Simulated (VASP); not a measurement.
# ZnCd2Se3 (Cmmm) in VASP: a series of runs, part 2 of 2

VASP 6.6.1. The steps go on from the part before.

## Step 3: Relaxation of cell and atoms, PBEsol

This run uses another cell than the first one, of 24.86 Å³/atom, 0.968 times its volume.

Input file INCAR:

```
SYSTEM = ZnCd2Se3
  ALGO = Normal
  EDIFF = 1E-6
  EDIFFG = -0.01
  ENCUT = 600
  GGA = PS
  IBRION = 2
  ISIF = 3
  ISMEAR = -1
  LASPH = .TRUE.
  LCHARG = .FALSE.
  LREAL = .FALSE.
  LWAVE = .FALSE.
  NELM = 60
  NSW = 100
  PREC = Accurate
  SIGMA = 0.03
```

Input file KPOINTS:

```
k-points
0
G
  4 4 4
  0 0 0
```

Input file POSCAR:

```
ZnCd2Se3
1.0
    3.0553712800     -5.1097197500      0.0000000000
    3.0553712800      5.1097197500      0.0000000000
    0.0000000000      0.0000000000      4.7774730100
Zn Cd Se
1 2 3
Direct
    0.5000000000      0.5000000000      0.0000000000
    0.0000000000      0.5000000000      0.5000000000
    0.5000000000      0.0000000000      0.5000000000
    0.1610669100      0.8389330900      0.0000000000
    0.8389330900      0.1610669100      0.0000000000
    0.0000000000      0.0000000000      0.5000000000
```

Potentials or basis: VASP PAW PBE potentials, release 64 (Zn, Cd, Se).

Launch:

```bash
$ cat potpaw_PBE.64/Zn/POTCAR potpaw_PBE.64/Cd/POTCAR potpaw_PBE.64/Se/POTCAR > POTCAR
$ mpirun -np 1 vasp_std > vasp.out
```

OUTCAR:

```text
SYSTEM = ZnCd2Se3
   EDIFF = 1E-6
   EDIFFG = -0.01
   ENCUT = 600
   GGA = PS
   IBRION = 2
   ISIF = 3
   ISMEAR = -1
   LASPH = .TRUE.
   LREAL = .FALSE.
   NELM = 60
   NSW = 100
   PREC = Accurate

 ion  position               nearest neighbor table
   1  0.500  0.500  0.000-
   2  0.000  0.500  0.500-   6 2.98   6 2.98   4 2.98   4 2.98   5 2.98   5 2.98   3 3.06   3 3.06

   3  0.500  0.000  0.500-   6 2.98   6 2.98   4 2.98   4 2.98   5 2.98   5 2.98   2 3.06   2 3.06

   4  0.161  0.839  0.000-   2 2.98   3 2.98   2 2.98   3 2.98
   5  0.839  0.161  0.000-   2 2.98   3 2.98   2 2.98   3 2.98
   6  0.000  0.000  0.500-   2 2.98   3 2.98   2 2.98   3 2.98

  LATTYP: Found a base centered orthorhombic cell.
 ALAT       =     6.1107425600
 B/A-ratio  =     1.6723727762
 C/A-ratio  =     0.7818154607

  Lattice vectors:

 A1 = (   3.0553712800,  -5.1097197500,   0.0000000000)
 A2 = (   3.0553712800,   5.1097197500,   0.0000000000)
 A3 = (   0.0000000000,   0.0000000000,   4.7774730100)

Analysis of symmetry for initial positions (statically):
=====================================================================
 Subroutine PRICEL returns:
 Original cell was already a primitive cell.

 Routine SETGRP: Setting up the symmetry group for a
 base centered orthorhombic supercell.

 Subroutine GETGRP returns: Found  8 space group operations
 (whereof  8 operations were pure point group operations)
 out of a pool of  8 trial point group operations.

The static configuration has the point symmetry D_2h.

Analysis of symmetry for dynamics (positions and initial velocities):
=====================================================================
 Subroutine PRICEL returns:
 Original cell was already a primitive cell.

 Routine SETGRP: Setting up the symmetry group for a
 base centered orthorhombic supercell.

 Subroutine GETGRP returns: Found  8 space group operations
 (whereof  8 operations were pure point group operations)
 out of a pool of  8 trial point group operations.

[... 137 lines left out ...]
  energy-cutoff  :      600.00
  volume of cell :      149.17
 maximum number of plane-waves:      5008
   NGX = 23   NGY = 23   NGZ = 19

--------------------------------------- Ionic step        1  -------------------------------------------

 number of electron      53.9999988 magnetization

 Free energy of the ion-electron system (eV)
  ---------------------------------------------------
  ext. energy  EPLUGINS =         0.00000000
  ---------------------------------------------------
  free energy    TOTEN  =       -13.47832085 eV

  energy without entropy =      -13.46891155  energy(sigma->0) =      -13.47361620

------------------------ aborting loop because EDIFF is reached ----------------------------------------

  FORCE on cell =-STRESS in cart. coord.  units (eV):
  Direction    XX          YY          ZZ          XY          YZ          ZX
  --------------------------------------------------------------------------------------
  -------------------------------------------------------------------------------------
  Total       -0.0876704     -0.2585462     -6.9897915     -0.0000000      0.0000000      0.0000000
  in kB       -0.9416170     -2.7768950    -75.0732979     -0.0000000      0.0000000      0.0000000
  external PRESSURE =     -26.2639367 kB  Pullay stress =       0.0000000 kB
[... 101 lines left out ...]
  FREE ENERGIE OF THE ION-ELECTRON SYSTEM (eV)
  ---------------------------------------------------
  free  energy   TOTEN  =       -13.8917826582 eV

  energy  without entropy=      -13.8859492510  energy(sigma->0) =      -13.88886595

 E-fermi :   2.9930     XC(G=0): -10.1268

 val. band max:        2.9869684654   @ k =  -0.2500   0.2500   0.5000
 cond. band min:       3.1086371090   @ k =   0.0000   0.0000   0.0000
 fundamental gap:      0.1216686435
 Fermi energy:         2.9929864317

 k-point     1 :       0.0000    0.0000    0.0000
  band No.  band energies     occupation
      1     -12.6798      2.00000
      2     -10.4361      2.00000
      3      -8.8000      2.00000
      4      -6.4329      2.00000
      5      -6.2732      2.00000
      6      -5.9746      2.00000
[... 724 lines left out ...]
     31       6.2899      0.00000
     32       6.3568      0.00000

[... ionic steps 4 to 23 ...]

--------------------------------------- Ionic step       24  -------------------------------------------

 number of electron      54.0000012 magnetization

------------------------ aborting loop because EDIFF is reached ----------------------------------------
[... 75 lines left out ...]
--------------------------------------- Ionic step       26  -------------------------------------------

 number of electron      54.0000014 magnetization

 Free energy of the ion-electron system (eV)
  ---------------------------------------------------
  ext. energy  EPLUGINS =         0.00000000
  ---------------------------------------------------
  free energy    TOTEN  =       -14.40988535 eV

  energy without entropy =      -14.40824920  energy(sigma->0) =      -14.40906728

 E-fermi :   2.2594     XC(G=0):  -9.5537

 val. band max:        2.1048854056   @ k =   0.5000   0.0000   0.0000
 cond. band min:       2.2618567902   @ k =  -0.2500   0.2500   0.5000
 fundamental gap:      0.1569713846
 Fermi energy:         2.2594275818

 k-point     1 :       0.0000    0.0000    0.0000
  band No.  band energies     occupation
      1     -12.9916      2.00000
      2     -11.2271      2.00000
      3      -9.4197      2.00000
      4      -7.0119      2.00000
      5      -6.9735      2.00000
      6      -6.6858      2.00000
[... 757 lines left out ...]
  FREE ENERGIE OF THE ION-ELECTRON SYSTEM (eV)
  ---------------------------------------------------
  free  energy   TOTEN  =       -14.4098853528 eV

  energy  without entropy=      -14.4082491983  energy(sigma->0) =      -14.40906728

 reached required accuracy - stopping structural energy minimisation
```

CONTCAR:

```text
ZnCd2Se3
   1.00000000000000
     3.1633788605884750   -6.1267280145970835    0.0000000000000000
     3.1633788605884750    6.1267280145970835    0.0000000000000000
     0.0000000000000000    0.0000000000000000    3.9859695708285270
  Zn              Cd              Se
     1     2     3
Direct
     0.5000000000000000    0.5000000000000000    0.0000000000000000
     0.0000000000000000    0.5000000000000000    0.5000000000000000
     0.5000000000000000    0.0000000000000000    0.5000000000000000
     0.1477803855545193    0.8522196144454806    0.0000000000000000
     0.8522196144454806    0.1477803855545193    0.0000000000000000
     0.0000000000000000    0.0000000000000000    0.5000000000000000

  0.00000000E+00  0.00000000E+00  0.00000000E+00
  0.00000000E+00  0.00000000E+00  0.00000000E+00
  0.00000000E+00  0.00000000E+00  0.00000000E+00
  0.00000000E+00  0.00000000E+00  0.00000000E+00
  0.00000000E+00  0.00000000E+00  0.00000000E+00
  0.00000000E+00  0.00000000E+00  0.00000000E+00
```

It took 15 min on 1 thread of Intel Xeon 6975P-C (Granite Rapids), shared host; peak memory 0.39 GiB.

What came out:

```
Free energy                            : -14.4099 eV
Relaxed volume                         : 25.75 Å³/atom
Relaxed cell                           : a = 6.895 Å, b = 6.895 Å, c = 3.986 Å, α = 90.00°, β = 90.00°, γ = 125.38°
Space group after relaxing (to 0.05 Å) : Cmmm (No. 65)
Energy gained by relaxing              : 155.3 meV/atom
Ionic steps                            : 26
Pressure after relaxing                : 0.0 GPa
Largest force after relaxing           : 0.005 eV/Å
Band gap on the k mesh                 : zero (band 27 reaches 2.50 eV, above the bottom of band 28 at 2.06 eV)
```

Forces on the atoms (eV/Å):
```
Zn   0.000  0.000  0.000
Cd   0.000  0.000  0.000
Cd   0.000  0.000  0.000
Se   0.000 -0.005  0.000
Se   0.000  0.005  0.000
Se   0.000  0.000  0.000
```

The path:
| step | energy change (eV) | largest force (eV/Å) | pressure (GPa) | volume (Å³) |
| --- | --- | --- | --- | --- |
| 1 | 0.0000 | 0.0166 | -2.63 | 149.17 |
| 2 | -0.3367 | 0.0347 | 0.63 | 140.40 |
| 3 | -0.4135 | 0.1553 | 3.80 | 134.95 |
| 4 | -0.5871 | 0.2222 | 4.42 | 136.36 |
| 5 | -0.6371 | 0.1612 | 5.24 | 137.29 |
| 6 | -0.8536 | 0.1493 | 0.89 | 148.73 |
| 7 | -0.8684 | 0.1586 | -0.56 | 153.80 |
| 8 | -0.8688 | 0.1574 | -0.38 | 153.12 |
| 9 | -0.8813 | 0.1178 | -0.28 | 153.72 |
| 10 | -0.8953 | 0.0167 | -0.06 | 155.02 |
| 11 | -0.8959 | 0.0100 | 0.01 | 155.32 |
| 12 | -0.9011 | 0.0226 | -0.06 | 155.59 |
| 13 | -0.9101 | 0.1278 | -0.22 | 156.32 |
| 14 | -0.9110 | 0.1706 | -0.26 | 156.58 |
| 15 | -0.9152 | 0.1558 | 0.06 | 155.65 |
| 16 | -0.9166 | 0.1405 | 0.39 | 154.73 |
| 17 | -0.9199 | 0.1208 | 0.33 | 154.89 |
| 18 | -0.9273 | 0.0531 | 0.15 | 155.33 |
| 19 | -0.9252 | 0.1264 | -0.20 | 156.09 |
| 20 | -0.9295 | 0.0221 | 0.00 | 155.66 |
| 21 | -0.9303 | 0.0032 | -0.08 | 155.67 |
| 22 | -0.9306 | 0.0175 | -0.17 | 155.67 |
| 23 | -0.9312 | 0.0202 | -0.06 | 155.10 |
| 24 | -0.9313 | 0.0225 | 0.04 | 154.62 |
| 25 | -0.9314 | 0.0137 | 0.05 | 154.58 |
| 26 | -0.9316 | 0.0047 | 0.00 | 154.51 |

Final structure:
```
Zn Cd Se
1.0
     3.16338   -6.12673    0.00000
     3.16338    6.12673    0.00000
     0.00000    0.00000    3.98597
Zn Cd Se
1 2 3
Cartesian
  3.1634 0.0000 0.0000
  1.5817 3.0634 1.9930
  1.5817 -3.0634 1.9930
  3.1634 4.3159 0.0000
  3.1634 -4.3159 0.0000
  0.0000 0.0000 1.9930
```

Levels at points of the mesh, in eV from the Fermi level:
```csv
k point,band 23,band 24,band 25,band 26,band 27,band 28,band 29,band 30,band 31,band 32
"(0.00, 0.00, 0.00)",-4.01,-2.48,-1.77,-1.01,-0.38,0.13,0.82,1.12,3.44,4.66
"(0.50, 0.00, 0.00)",-2.49,-2.42,-2.07,-1.22,-0.15,0.67,0.97,1.64,2.54,3.37
"(0.50, 0.50, 0.00)",-3.05,-2.70,-2.40,-2.00,-1.47,1.41,1.83,2.13,3.12,3.31
"(0.00, 0.00, 0.50)",-2.29,-2.09,-1.72,-1.51,-0.47,-0.20,0.94,1.65,2.64,3.30
"(0.50, 0.00, 0.50)",-3.02,-2.58,-1.87,-1.16,-0.38,0.12,1.92,2.21,3.25,3.78
"(0.50, 0.50, 0.50)",-3.03,-2.51,-1.68,-1.44,-1.12,0.20,0.61,2.35,2.57,3.16
```

Caveat: the PAW data sets were made with another functional, which shifts forces and pressure a little.
